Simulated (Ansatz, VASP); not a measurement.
# Zr: VASP beside Ansatz

Contents of INCAR:

```
  ALGO = Normal
  EDIFF = 1E-8
  ENCUT = 520
  GGA = CA
  ISIF = 2
  ISMEAR = -1
  LASPH = T
  LCHARG = F
  LEFG = T
  LREAL = F
  LWAVE = F
  NBANDS = 19
  NELM = 80
  PREC = Accurate
  SIGMA = 0.03
```

File KPOINTS:

```
k-points
0
Gamma
  13 13 7
```

File POSCAR:

```
Zr
1.0
    3.2427358370      0.0000000000      0.0000000000
   -1.6213679184      2.8082916125      0.0000000000
    0.0000000000      0.0000000000      5.1640997934
Zr
2
Direct
    0.3333333333      0.6666666667      0.2500000000
    0.6666666667      0.3333333333      0.7500000000
```

Input for Ansatz:

```yaml
crystal:
  lattice:
    - [3.242735837, 0.0, 0.0]
    - [-1.6213679184, 2.8082916125, 0.0]
    - [0.0, 0.0, 5.1640997934]
  atoms:
    - { symbol: Zr, position: [0.3333333333, 0.6666666667, 0.25] }
    - { symbol: Zr, position: [0.6666666667, 0.3333333333, 0.75] }
kpoints:
  mp_grid: { grid: [13, 13, 7] }
scf:
  occupations: { method: fermi_dirac, width: 0.03 }
hamiltonian:
  xc: lda
  pseudopotentials: { kind: all_electron, datasets: crystal }
output:
  forces: true
  stress: true
  eigenvalues: true
  efg: { contact_densities: true }
```

Change from the starting cell: volume scaled by 1.01, crystal datasets.

Alike in both runs: task electric field gradients; functional LDA; k mesh 13 × 13 × 7; occupations fermi-dirac, width 0.03 eV; no spin polarisation.

```csv
,VASP,Ansatz
version,VASP 6.6.1,Ansatz 0.2.0
potentials or method,"VASP PAW LDA potentials, release 64 (Zr_sv), cutoff 520 eV","all-electron PAW with datasets made for the crystal, scalar-relativistic"
```

```tsv
	VASP	Ansatz	Ansatz less VASP
pressure (GPa)	-6.8	-6.9	-0.06
traceless stress, the component that is largest in VASP (GPa)	0.51	0.49	-0.015
size of Vzz on the site where it differs most (V/Å²)	39.8	40.2	+0.39
```

LDA's correlation is that of Perdew and Zunger in VASP and of Perdew and Wang (1992) in Ansatz. Ansatz ran all-electron here, and VASP with PAW potentials.
